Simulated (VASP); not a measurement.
# PbS (Fm-3m) in VASP: further runs, part 2 of 2

VASP 6.6.1. The steps go on from the part before.

## Step 3: Single point, PBE-based screened hybrid with 15 % exact exchange

Contents of POSCAR:

```
PbS
1.0
    0.0000000000      2.9872327164      2.9872327164
    2.9872327164      0.0000000000      2.9872327164
    2.9872327164      2.9872327164      0.0000000000
Pb S
1 1
Direct
    0.0000000000      0.0000000000      0.0000000000
    0.5000000000      0.5000000000      0.5000000000
```

Contents of INCAR.step1:

```
PREC = Accurate ; ENCUT = 520
EDIFF = 1E-5 ; ISMEAR = 0
SIGMA = 0.01 ; LREAL = F
LASPH = T ; NELM = 60
ALGO = Normal ; ISIF = 2
LWAVE = T ; LCHARG = F
GGA = PE ; NBANDS = 17
```

Contents of INCAR.step2:

```
PREC = Accurate ; ENCUT = 520
EDIFF = 1E-7 ; ISMEAR = 0
SIGMA = 0.01 ; LREAL = F
LASPH = T ; NELM = 60
ALGO = Normal ; ISIF = 2
LWAVE = F ; LCHARG = F
GGA = PE ; LHFCALC = T
AEXX = 0.15 ; HFSCREEN = 0.2078
PRECFOCK = Normal ; ISTART = 1
NBANDS = 17
```

Contents of KPOINTS:

```
regular mesh
0
Gamma
  4 4 4
```

Potentials or basis: VASP PAW PBE potentials, release 64 (Pb_d, S).

Run with:

```console
cat potpaw_PBE.64/Pb_d/POTCAR potpaw_PBE.64/S/POTCAR > POTCAR
cp INCAR.step1 INCAR
mpirun -np 1 vasp_std > vasp.out
cp INCAR.step2 INCAR
mpirun -np 1 vasp_std > vasp.out
```

OUTCAR:

```text
PREC = Accurate
   ENCUT = 520
   EDIFF = 1E-7
   ISMEAR = 0
   LREAL = F
   LASPH = T
   NELM = 60
   ISIF = 2
   GGA = PE
   LHFCALC = T
   AEXX = 0.15
   HFSCREEN = 0.2078
   PRECFOCK = Normal
   ISTART = 1

 ion  position               nearest neighbor table
   1  0.000  0.000  0.000-   2 2.99   2 2.99   2 2.99   2 2.99   2 2.99   2 2.99
   2  0.500  0.500  0.500-   1 2.99   1 2.99   1 2.99   1 2.99   1 2.99   1 2.99

  LATTYP: Found a face centered cubic cell.
 ALAT       =     5.9744654328

  Lattice vectors:

 A1 = (   0.0000000000,   2.9872327164,   2.9872327164)
 A2 = (   2.9872327164,   0.0000000000,   2.9872327164)
 A3 = (   2.9872327164,   2.9872327164,   0.0000000000)

Analysis of symmetry for initial positions (statically):
=====================================================================
 Subroutine PRICEL returns:
 Original cell was already a primitive cell.

 Routine SETGRP: Setting up the symmetry group for a
 face centered cubic supercell.

 Subroutine GETGRP returns: Found 48 space group operations
 (whereof 48 operations were pure point group operations)
 out of a pool of 48 trial point group operations.

The static configuration has the point symmetry O_h .

Analysis of symmetry for dynamics (positions and initial velocities):
=====================================================================
 Subroutine PRICEL returns:
 Original cell was already a primitive cell.

 Routine SETGRP: Setting up the symmetry group for a
 face centered cubic supercell.

 Subroutine GETGRP returns: Found 48 space group operations
 (whereof 48 operations were pure point group operations)
 out of a pool of 48 trial point group operations.

The dynamic configuration has the point symmetry O_h .

 Subroutine INISYM returns: Found 48 space group operations
 (whereof 48 operations are pure point group operations),
 and found     1 'primitive' translations

----------------------------------------------------------------------------------------

                                     Primitive cell

  volume of cell :      53.3135

  direct lattice vectors                    reciprocal lattice vectors
     0.000000000  2.987232716  2.987232716    -0.167378992  0.167378992  0.167378992
     2.987232716  0.000000000  2.987232716     0.167378992 -0.167378992  0.167378992
     2.987232716  2.987232716  0.000000000     0.167378992  0.167378992 -0.167378992

  length of vectors
     4.224585021  4.224585021  4.224585021     0.289908918  0.289908918  0.289908918

  position of ions in fractional coordinates (direct lattice)
     0.000000000  0.000000000  0.000000000
     0.500000000  0.500000000  0.500000000

  ion indices of the primitive-cell ions
   primitive index   ion index
                 1           1
                 2           2

----------------------------------------------------------------------------------------

 KPOINTS: regular mesh

Automatic generation of k-mesh.
 Grid dimensions read from file:
[... 22 lines left out ...]
  0.000000  0.000000  0.000000      1.000000
  0.250000  0.000000  0.000000      8.000000
  0.500000  0.000000  0.000000      4.000000
  0.250000  0.250000  0.000000      6.000000
  0.500000  0.250000  0.000000     24.000000
 -0.250000  0.250000  0.000000     12.000000
  0.500000  0.500000  0.000000      3.000000
 -0.250000  0.500000  0.250000      6.000000
   k-points           NKPTS =      8   k-points in BZ     NKDIM =     64   number of bands    NBANDS=     17
   number of dos      NEDOS =    301   number of ions     NIONS =      2
   total plane-waves  NPLWV =  32768
   dimension x,y,z NGX =    32 NGY =   32 NGZ =   32
   dimension x,y,z NGXF=    64 NGYF=   64 NGZF=   64
   ions per type =               1   1
   NGX,Y,Z   is equivalent  to a cutoff of  12.59, 12.59, 12.59 a.u.
   NGXF,Y,Z  is equivalent  to a cutoff of  25.19, 25.19, 25.19 a.u.
 SYSTEM =  unknown system
   PREC   = accura    normal or accurate (medium, high low for compatibility)
   ISTART =      1    job   : 0-new  1-cont  2-samecut
   ICHARG =      0    charge: 1-file 2-atom 10-const
   ISPIN  =      1    spin polarized calculation?
   LNONCOLLINEAR =      F non collinear calculations
   LSORBIT =      F    spin-orbit coupling
   LASPH  =      T    aspherical Exc in radial PAW
   ENCUT  =  520.0 eV  38.22 Ry    6.18 a.u.   7.85  7.85  7.85*2*pi/ulx,y,z
   NELM   =     60;   NELMIN=  2; NELMDL=  0     # of ELM steps
   EDIFF  = 0.1E-06   stopping-criterion for ELM
   LREAL  =      F    real-space projection
   EDIFFG = 0.1E-05   stopping-criterion for IOM
   NSW    =      0    number of steps for IOM
   IBRION =     -1    ionic relax: 0-MD 1-quasi-New 2-CG
   NFREE  =      0    steps in history (QN), initial steepest desc. (CG)
   ISIF   =      2    stress and relaxation
   ISYM   =      3    0-nonsym 1-usesym 2-fastsym
   POTIM  = 0.5000    time-step for ionic-motion
   TEBEG  =    0.0;   TEEND  =   0.0 temperature during run
   PSTRESS=    0.0 pullay stress
   NELECT =      20.0000    total number of electrons
   NUPDOWN=      -1.0000    fix difference up-down
   EMIN   =  10.00;   EMAX   =-10.00  energy-range for DOS
   EFERMI =   0.00;   METHOD = LEGACY
   ISMEAR =     0;   SIGMA  =   0.01  broadening in eV -4-tet -1-fermi 0-gaus
   EFERMI_NEDOS =   21; number of points for ismear=-14 and -15
   IALGO  =     38    algorithm
   IMIX   =      1    mixing-type and parameters
     AMIX     =   0.40;   BMIX     =  1.00
     AMIX_MAG =   1.60;   BMIX_MAG =  1.00
  volume/ion in A,a.u.               =      26.66       179.89
  Fermi-wavevector in a.u.,A,eV,Ry     =   1.180699  2.231197 18.967196  1.394050
  Thomas-Fermi vector in A             =   2.316986
   LORBIT       =      0    0 simple, 1 ext, 2 COOP (PROOUT), +10 PAW based schemes
   GGA     = PE    functional components
   LHFCALC =     T    Hartree Fock is set to
   PRECFOCK=normal    Normal, Fast or Accurate (Low or Medium for compatibility)
   ENCUT4O =  -1.0   cutoff for four orbital integrals eV
   NKREDX  =     1    reduce k-point grid by
   NKREDY  =     1    reduce k-point grid by
   NKREDZ  =     1    reduce k-point grid by
   AEXX    =    0.1500 exact exchange contribution
   HFSCREEN=    0.2078 screening length (either q_TF or 0.3 A-1)
   HFSCREENC=   0.2078 screening length for correlation (either q_TF or 0.3 A-1)
   ENCUTFOCK=  -1.0 apply spherical cutoff to Coloumb kernel
   IVDW    =     0    specifies the selected vdW correction
   LEPSILON=     F    determine dielectric tensor
   LRPA    =     F    only Hartree local field effects (RPA)
 non-spin polarized calculation
 Gauss-broadening in eV      SIGMA  =   0.01
  energy-cutoff  :      520.00
  volume of cell :       53.31
 maximum number of plane-waves:      1459
  NGX = 24; NGY = 24; NGZ = 24

 number of electron      20.0000001 magnetization

 Free energy of the ion-electron system (eV)
  ---------------------------------------------------
  ext. energy  EPLUGINS =         0.00000000
  ---------------------------------------------------
  free energy    TOTEN  =        -9.72588413 eV

  energy without entropy =       -9.72588413  energy(sigma->0) =       -9.72588413

 E-fermi :   5.3943     XC(G=0):  -8.6123

 val. band max:        5.3441774631   @ k =   0.5000   0.0000   0.0000
 cond. band min:       6.0466702708   @ k =   0.5000   0.0000   0.0000
 fundamental gap:      0.7024928077
 Fermi energy:         5.3942641293

 k-point     1 :       0.0000    0.0000    0.0000
  band No.  band energies     occupation
      1     -12.4812      2.00000
      2     -12.4812      2.00000
      3     -12.4812      2.00000
      4     -12.4714      2.00000
      5     -12.4714      2.00000
      6      -8.9565      2.00000
[... 137 lines left out ...]
      4     -12.4661      2.00000
      5     -12.4254      2.00000
      6      -7.2610      2.00000
[... 9 lines left out ...]
     16      17.9182      0.00000
     17      18.2994      0.00000

------------------------ aborting loop because EDIFF is reached ----------------------------------------

  FORCE on cell =-STRESS in cart. coord.  units (eV):
  Direction    XX          YY          ZZ          XY          YZ          ZX
  --------------------------------------------------------------------------------------
  -------------------------------------------------------------------------------------
  Total        0.0846303      0.0846303      0.0846303     -0.0000000     -0.0000000      0.0000000
  in kB        2.5433104      2.5433104      2.5433104     -0.0000000     -0.0000000      0.0000000
  external PRESSURE =       2.5433104 kB  Pullay stress =       0.0000000 kB

 VOLUME and BASIS-vectors are now :
 -----------------------------------------------------------------------------
  energy-cutoff  :      520.00
  volume of cell :       53.31
      direct lattice vectors                 reciprocal lattice vectors
     0.000000000  2.987232716  2.987232716    -0.167378992  0.167378992  0.167378992
     2.987232716  0.000000000  2.987232716     0.167378992 -0.167378992  0.167378992
     2.987232716  2.987232716  0.000000000     0.167378992  0.167378992 -0.167378992

 POSITION                                       TOTAL-FORCE (eV/Angst)
 -----------------------------------------------------------------------------------
      0.00000      0.00000      0.00000         0.000000     -0.000000      0.000000
      2.98723      2.98723      2.98723         0.000000      0.000000      0.000000
 -----------------------------------------------------------------------------------
    total drift:                               -0.000002     -0.000003     -0.000001

  FREE ENERGIE OF THE ION-ELECTRON SYSTEM (eV)
  ---------------------------------------------------
  free  energy   TOTEN  =        -9.7258841256 eV

  energy  without entropy=       -9.7258841256  energy(sigma->0) =       -9.72588413
```

OUTCAR.step1:

```text
PREC = Accurate
   ENCUT = 520
   EDIFF = 1E-5
   ISMEAR = 0
   LREAL = F
   LASPH = T
[... 361 lines left out ...]
 -----------------------------------------------------------------------------------
      0.00000      0.00000      0.00000        -0.000000     -0.000000      0.000000
      2.98723      2.98723      2.98723         0.000000      0.000000     -0.000000
 -----------------------------------------------------------------------------------
    total drift:                                0.000000     -0.000000     -0.000000

  FREE ENERGIE OF THE ION-ELECTRON SYSTEM (eV)
  ---------------------------------------------------
  free  energy   TOTEN  =        -8.7538879400 eV

  energy  without entropy=       -8.7538879400  energy(sigma->0) =       -8.75388794
```

OSZICAR.step1:

```text
N       E                     dE             d eps       ncg     rms          rms(c)
DAV:   1     0.162866199033E+03    0.16287E+03   -0.95315E+03   272   0.122E+03
DAV:   2     0.355497775656E+01   -0.15931E+03   -0.15392E+03   288   0.324E+02
DAV:   3    -0.894324520861E+01   -0.12498E+02   -0.12422E+02   382   0.947E+01
DAV:   4    -0.924681809853E+01   -0.30357E+00   -0.30337E+00   349   0.160E+01
DAV:   5    -0.925731355222E+01   -0.10495E-01   -0.10495E-01   390   0.279E+00    0.442E+00
DAV:   6    -0.874909353433E+01    0.50822E+00   -0.15174E+00   427   0.801E+00    0.317E+00
DAV:   7    -0.875066937250E+01   -0.15758E-02   -0.14662E-01   300   0.187E+00    0.185E+00
DAV:   8    -0.875422106448E+01   -0.35517E-02   -0.17541E-02   356   0.138E+00    0.304E-01
DAV:   9    -0.875368074780E+01    0.54032E-03   -0.38900E-03   429   0.509E-01    0.880E-02
DAV:  10    -0.875388106269E+01   -0.20031E-03   -0.40599E-04   291   0.115E-01    0.547E-02
DAV:  11    -0.875388794000E+01   -0.68773E-05   -0.54863E-05   357   0.799E-02
   1 F= -.87538879E+01 E0= -.87538879E+01  d E =-.237632E-36
```

Wall time 7.8 min (1 thread of AMD EPYC 7R43 (Zen 3), shared host); peak memory 0.25 GiB.

What came out:

* Free energy: -9.7259 eV
* Pressure: 0.3 GPa
* Band gap on the k mesh: 0.70 eV

Levels at points of the mesh, in eV from the valence-band top:
| k point | band 8 | band 9 | band 10 | band 11 | band 12 | band 13 |
| --- | --- | --- | --- | --- | --- | --- |
| (0.00, 0.00, 0.00) | -2.26 | -2.26 | -2.26 | 5.67 | 5.67 | 5.67 |
| (0.50, 0.00, 0.00) | -1.87 | -1.87 | 0.00 | 0.70 | 2.34 | 2.34 |
| (0.50, 0.50, 0.00) | -5.38 | -3.56 | -3.56 | 4.28 | 6.06 | 6.16 |

Caveat: the k points lie up to 0.46 Å⁻¹ apart; the PAW data sets were made with another functional, which shifts forces and pressure a little; spin-orbit coupling is left out, which moves the levels of the heavy elements.
